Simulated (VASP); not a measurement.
# CoSi16 (a cell with a defect) in VASP: single point with PBE

Aim: the single point of CoSi16 (a cell with a defect) with PBE.

Everything below comes from runs of VASP 6.6.1. Logs are shortened: lines on timing, memory, paths and dates and some standing lists are left out, and cuts for length are marked.

### 1 The cell of the first run

The cell holds a defect, 17 atoms: a = 7.679 Å, b = 7.679 Å, c = 7.679 Å, α = 60.00°, β = 60.00°, γ = 60.00°.

### 2 Single point, PBE, collinear spin, ferromagnetic start

The input, INCAR:

```
SYSTEM = CoSi16
  PREC = Accurate
  ENCUT = 520
  EDIFF = 1E-6
  ISMEAR = -1
  SIGMA = 0.05
  LREAL = Auto
  LASPH = .TRUE.
  NELM = 150
  ALGO = Normal
  ISIF = 2
  LWAVE = .FALSE.
  LCHARG = .FALSE.
  ISPIN = 2
  MAGMOM = 0 0 0 0 0 0 0 0 0 0 0 0 0 0 0 0 1
  LORBIT = 11
  LMAXMIX = 4
  GGA = PE
  NBANDS = 54
```

The input, KPOINTS:

```
Automatic mesh
0
G
  2 2 2
  0 0 0
```

The input, POSCAR:

```
CoSi16
1.0
    0.0000000000      5.4300000000      5.4300000000
    5.4300000000      0.0000000000      5.4300000000
    5.4300000000      5.4300000000      0.0000000000
Si Co
16 1
Direct
    0.0002535648      0.0004253362     -0.0001692727
    0.1239773694      0.1296484999      0.1232297293
    0.0002558185      0.0003895686      0.4995988766
    0.1274206103      0.1244297682      0.6241102409
    0.0008731502      0.5005843959     -0.0006297153
    0.1241936467      0.6240234475      0.1235823574
    0.0002471380      0.5001399908      0.4998775732
    0.1241577954      0.6239832545      0.6284014254
    0.5004170338      0.0002235393     -0.0002875573
    0.6245259397      0.1243884531      0.1271416437
    0.5001790937      0.0000781962      0.4998928182
    0.6245217025      0.1243799804      0.6239988060
    0.5005933807      0.5001232338     -0.0001786499
    0.6299484977      0.6237617955      0.1231897031
    0.5005604392      0.5001199790      0.4995742522
    0.6245456938      0.6273199168      0.6241025079
    0.2511361257      0.7507627443      0.2491755612
```

Potentials or basis: VASP PAW PBE potentials, release 64 (Si, Co).

Run with:

```console
cat potpaw_PBE.64/Si/POTCAR potpaw_PBE.64/Co/POTCAR > POTCAR
mpirun -np 1 vasp_std > vasp.out
```

OUTCAR:

```text
SYSTEM = CoSi16
   PREC = Accurate
   ENCUT = 520
   EDIFF = 1E-6
   ISMEAR = -1
   LREAL = Auto
   LASPH = .TRUE.
   NELM = 150
   ISIF = 2
   ISPIN = 2
   LORBIT = 11
   GGA = PE

 ion  position               nearest neighbor table
   1  0.000  0.000  1.000-   4 2.36  10 2.36   2 2.36   6 2.36  17 2.72
   2  0.124  0.130  0.123-   5 2.33   1 2.36   3 2.36   9 2.36  17 2.38
   3  0.000  0.000  0.500-   4 2.36  12 2.36   2 2.36   8 2.36  17 2.72
   4  0.127  0.124  0.624-  11 2.34   7 2.36   3 2.36   1 2.36
   5  0.001  0.501  0.999-  14 2.33   2 2.33   8 2.33   6 2.33
   6  0.124  0.624  0.124-   5 2.33   7 2.36  13 2.36   1 2.36  17 2.38
   7  0.000  0.500  0.500-  16 2.36   4 2.36   8 2.36   6 2.36  17 2.72
   8  0.124  0.624  0.628-   5 2.33   7 2.36  15 2.36   3 2.36  17 2.38
   9  0.500  0.000  1.000-  10 2.36  12 2.36   2 2.36  14 2.36  17 2.71
  10  0.625  0.124  0.127-  11 2.34   9 2.36   1 2.36  13 2.36
  11  0.500  0.000  0.500-  12 2.34  10 2.34  16 2.34   4 2.34
  12  0.625  0.124  0.624-  11 2.34   9 2.36   3 2.36  15 2.36
  13  0.501  0.500  1.000-  16 2.36  10 2.36  14 2.36   6 2.36  17 2.71
  14  0.630  0.624  0.123-   5 2.33  13 2.36  15 2.36   9 2.36  17 2.38
  15  0.501  0.500  0.500-  16 2.36  12 2.36  14 2.36   8 2.36  17 2.71
  16  0.625  0.627  0.624-  11 2.34   7 2.36  15 2.36  13 2.36
  17  0.251  0.751  0.249-  14 2.38   2 2.38   8 2.38   6 2.38   9 2.71  15 2.71  13 2.71   3 2.72
                             1 2.72   7 2.72

  LATTYP: Found a face centered cubic cell.
 ALAT       =    10.8600000000

  Lattice vectors:

 A1 = (   0.0000000000,   5.4300000000,   5.4300000000)
 A2 = (   5.4300000000,   0.0000000000,   5.4300000000)
 A3 = (   5.4300000000,   5.4300000000,   0.0000000000)

Analysis of symmetry for initial positions (statically):
=====================================================================
 Subroutine PRICEL returns:
 Original cell was already a primitive cell.

 Routine SETGRP: Setting up the symmetry group for a
 face centered cubic supercell.

 Subroutine GETGRP returns: Found  1 space group operations
 (whereof  1 operations were pure point group operations)
 out of a pool of 48 trial point group operations.

The static configuration has the point symmetry C_1 .

Analysis of symmetry for dynamics (positions and initial velocities):
=====================================================================
 Subroutine PRICEL returns:
 Original cell was already a primitive cell.

 Routine SETGRP: Setting up the symmetry group for a
 face centered cubic supercell.

 Subroutine GETGRP returns: Found  1 space group operations
 (whereof  1 operations were pure point group operations)
 out of a pool of 48 trial point group operations.

The dynamic configuration has the point symmetry C_1 .

Analysis of structural, dynamic, and magnetic symmetry:
=====================================================================
 Subroutine PRICEL returns:
 Original cell was already a primitive cell.

 Routine SETGRP: Setting up the symmetry group for a
 face centered cubic supercell.

 Subroutine GETGRP returns: Found  1 space group operations
 (whereof  1 operations were pure point group operations)
 out of a pool of 48 trial point group operations.

The overall configuration has the point symmetry C_1 .

 Subroutine INISYM returns: Found  1 space group operations
 (whereof  1 operations are pure point group operations),
 and found     1 'primitive' translations

----------------------------------------------------------------------------------------

                                     Primitive cell

  volume of cell :     320.2060

  direct lattice vectors                    reciprocal lattice vectors
     0.000000000  5.430000000  5.430000000    -0.092081031  0.092081031  0.092081031
     5.430000000  0.000000000  5.430000000     0.092081031 -0.092081031  0.092081031
     5.430000000  5.430000000  0.000000000     0.092081031  0.092081031 -0.092081031

  length of vectors
[... 78 lines left out ...]
   number of dos      NEDOS =    301   number of ions     NIONS =     17
   total plane-waves  NPLWV = 216000
   dimension x,y,z NGX =    60 NGY =   60 NGZ =   60
   dimension x,y,z NGXF=   120 NGYF=  120 NGZF=  120
   ions per type =              16   1
   NGX,Y,Z   is equivalent  to a cutoff of  12.99, 12.99, 12.99 a.u.
   NGXF,Y,Z  is equivalent  to a cutoff of  25.98, 25.98, 25.98 a.u.
 SYSTEM =  CoSi16
   PREC   = accura    normal or accurate (medium, high low for compatibility)
   ISTART =      0    job   : 0-new  1-cont  2-samecut
   ICHARG =      2    charge: 1-file 2-atom 10-const
   ISPIN  =      2    spin polarized calculation?
   LNONCOLLINEAR =      F non collinear calculations
   LSORBIT =      F    spin-orbit coupling
   LASPH  =      T    aspherical Exc in radial PAW
   ENCUT  =  520.0 eV  38.22 Ry    6.18 a.u.  14.28 14.28 14.28*2*pi/ulx,y,z
   NELM   =    150;   NELMIN=  2; NELMDL= -5     # of ELM steps
   EDIFF  = 0.1E-05   stopping-criterion for ELM
   LREAL  =      T    real-space projection
   EDIFFG = 0.1E-04   stopping-criterion for IOM
   NSW    =      0    number of steps for IOM
   IBRION =     -1    ionic relax: 0-MD 1-quasi-New 2-CG
   NFREE  =      0    steps in history (QN), initial steepest desc. (CG)
   ISIF   =      2    stress and relaxation
   ISYM   =      2    0-nonsym 1-usesym 2-fastsym
   POTIM  = 0.5000    time-step for ionic-motion
   TEBEG  =    0.0;   TEEND  =   0.0 temperature during run
   PSTRESS=    0.0 pullay stress
   NELECT =      73.0000    total number of electrons
   NUPDOWN=      -1.0000    fix difference up-down
   EMIN   =  10.00;   EMAX   =-10.00  energy-range for DOS
   EFERMI =   0.00;   METHOD = LEGACY
   ISMEAR =    -1;   SIGMA  =   0.05  broadening in eV -4-tet -1-fermi 0-gaus
   EFERMI_NEDOS =   21; number of points for ismear=-14 and -15
   IALGO  =     38    algorithm
   IMIX   =      4    mixing-type and parameters
     AMIX     =   0.40;   BMIX     =  1.00
     AMIX_MAG =   1.60;   BMIX_MAG =  1.00
  volume/ion in A,a.u.               =      18.84       127.11
  Fermi-wavevector in a.u.,A,eV,Ry     =   1.000090  1.889897 13.608288  1.000181
  Thomas-Fermi vector in A             =   2.132424
   LORBIT       =     11    0 simple, 1 ext, 2 COOP (PROOUT), +10 PAW based schemes
   GGA     = PE    functional components
   LHFCALC =     F    Hartree Fock is set to
   AEXX    =    0.0000 exact exchange contribution
   IVDW    =     0    specifies the selected vdW correction
   LEPSILON=     F    determine dielectric tensor
   LRPA    =     F    only Hartree local field effects (RPA)
 spin polarized calculation
  energy-cutoff  :      520.00
  volume of cell :      320.21
 maximum number of plane-waves:      8646
 NGX is ok and might be reduce to    60
   NGX = 29   NGY = 29   NGZ = 29

 number of electron      73.0000003 magnetization       1.2475026

 Free energy of the ion-electron system (eV)
  ---------------------------------------------------
  ext. energy  EPLUGINS =         0.00000000
  ---------------------------------------------------
  free energy    TOTEN  =       -91.38040877 eV

  energy without entropy =      -91.33994574  energy(sigma->0) =      -91.36017725

 E-fermi :   6.5971     XC(G=0):  -9.6806

 val. band max:        6.4129751543   @ k =   0.0000   0.0000   0.0000
 cond. band min:       6.6255634329   @ k =   0.0000   0.0000   0.5000
 fundamental gap:      0.2125882786
 Fermi energy:         6.5971041554

 spin component 1

 k-point     1 :       0.0000    0.0000    0.0000
  band No.  band energies     occupation
      1      -5.8787      1.00000
      2      -3.5074      1.00000
      3      -3.5072      1.00000
      4      -3.5066      1.00000
      5      -3.4965      1.00000
      6      -1.9034      1.00000
[... 397 lines left out ...]
     47      10.4996      0.00000
     48      10.5491      0.00000
 Fermi energy:         6.5971041554

 spin component 2

 k-point     1 :       0.0000    0.0000    0.0000
  band No.  band energies     occupation
      1      -5.8556      1.00000
      2      -3.4807      1.00000
      3      -3.4769      1.00000
      4      -3.4767      1.00000
      5      -3.4761      1.00000
      6      -1.8992      1.00000
[... 397 lines left out ...]
     47      10.5241      0.00000
     48      10.5681      0.00000
 [bands above 48 left out]

------------------------ aborting loop because EDIFF is reached ----------------------------------------

  FORCE on cell =-STRESS in cart. coord.  units (eV):
  Direction    XX          YY          ZZ          XY          YZ          ZX
  --------------------------------------------------------------------------------------
  -------------------------------------------------------------------------------------
  Total        4.3694972      4.3701260      4.3723442     -0.0190834      0.0041076     -0.0044730
  in kB       21.8631414     21.8662876     21.8773868     -0.0954853      0.0205527     -0.0223812
  external PRESSURE =      21.8689386 kB  Pullay stress =       0.0000000 kB

 VOLUME and BASIS-vectors are now :
 -----------------------------------------------------------------------------
  energy-cutoff  :      520.00
  volume of cell :      320.21
      direct lattice vectors                 reciprocal lattice vectors
     0.000000000  5.430000000  5.430000000    -0.092081031  0.092081031  0.092081031
     5.430000000  0.000000000  5.430000000     0.092081031 -0.092081031  0.092081031
     5.430000000  5.430000000  0.000000000     0.092081031  0.092081031 -0.092081031

 POSITION                                       TOTAL-FORCE (eV/Angst)
 -----------------------------------------------------------------------------------
      5.43139      5.43046      0.00369        -0.000763      0.000246     -0.000673
      1.37313      1.34233      1.37719         0.002199     -0.001371      0.001706
      2.71494      2.71421      0.00350        -0.000257      0.000132     -0.000798
      4.06457      4.08081      1.36755         0.001262     -0.000769     -0.001609
      8.14475      5.43132      2.72291        -0.000036     -0.000181     -0.002517
      4.05950      1.34542      4.06282        -0.000627     -0.001020      0.000821
[... 9 lines left out ...]
      6.79522      6.78016      6.79763        -0.000700      0.001200     -0.001974
      5.42966      2.71669      5.44031         0.000194     -0.000774     -0.004637
 -----------------------------------------------------------------------------------
    total drift:                                0.000558     -0.002480     -0.012713

  FREE ENERGIE OF THE ION-ELECTRON SYSTEM (eV)
  ---------------------------------------------------
  free  energy   TOTEN  =       -91.3804087687 eV

  energy  without entropy=      -91.3399457364  energy(sigma->0) =      -91.36017725

 total charge

# of ion       s       p       d       tot
------------------------------------------
    1        0.734   0.948   0.000   1.682
    2        0.732   0.964   0.000   1.696
    3        0.734   0.948   0.000   1.682
    4        0.743   0.945   0.000   1.688
    5        0.760   0.932   0.000   1.692
    6        0.732   0.964   0.000   1.696
[... 9 lines left out ...]
   16        0.743   0.945   0.000   1.688
   17        0.380   0.401   7.531   8.311
--------------------------------------------------
tot         12.179  15.626   7.531  35.336

 magnetization (x)

# of ion       s       p       d       tot
------------------------------------------
    1        0.000   0.008   0.000   0.008
    2        0.000   0.027   0.000   0.027
    3        0.000   0.008   0.000   0.008
    4       -0.000   0.009   0.000   0.009
    5       -0.001  -0.002   0.000  -0.003
    6        0.000   0.026   0.000   0.026
[... 9 lines left out ...]
   16       -0.000   0.009   0.000   0.009
   17        0.002   0.002   0.917   0.922
--------------------------------------------------
tot         -0.000   0.193   0.917   1.110
```

It took 7.2 min on 1 thread of Intel Xeon 6975P-C (Granite Rapids), shared host; peak memory 0.71 GiB.

What came out:

```yaml
Free_energy: -91.3804 eV
Pressure: 2.2 GPa
Largest_force: 0.005 eV/Å
Net_moment: 1.25 μB per cell
Site_moments: Si +0.01, +0.03, -0.00, +0.00; Co +0.92 μB
Valence_electrons_inside_the_program's_atomic_spheres: Si 1.68, 1.70, 1.69, 1.71; Co 8.31
```

Forces in eV/Å, atoms in the order of the input:
```
Si  -0.001  0.000 -0.001
Si   0.002 -0.001  0.002
Si   0.000  0.000 -0.001
Si   0.001 -0.001 -0.002
Si   0.000  0.000 -0.003
Si  -0.001 -0.001  0.001
Si  -0.001  0.000  0.000
Si   0.002  0.001  0.001
Si  -0.001  0.000 -0.002
Si  -0.002 -0.002  0.004
Si   0.000  0.000  0.001
Si   0.002  0.002  0.004
Si   0.000  0.000  0.000
Si  -0.001  0.001  0.002
Si  -0.001  0.000  0.000
Si  -0.001  0.001 -0.002
Co   0.000 -0.001 -0.005
```

Caveat: the k points lie up to 0.50 Å⁻¹ apart.
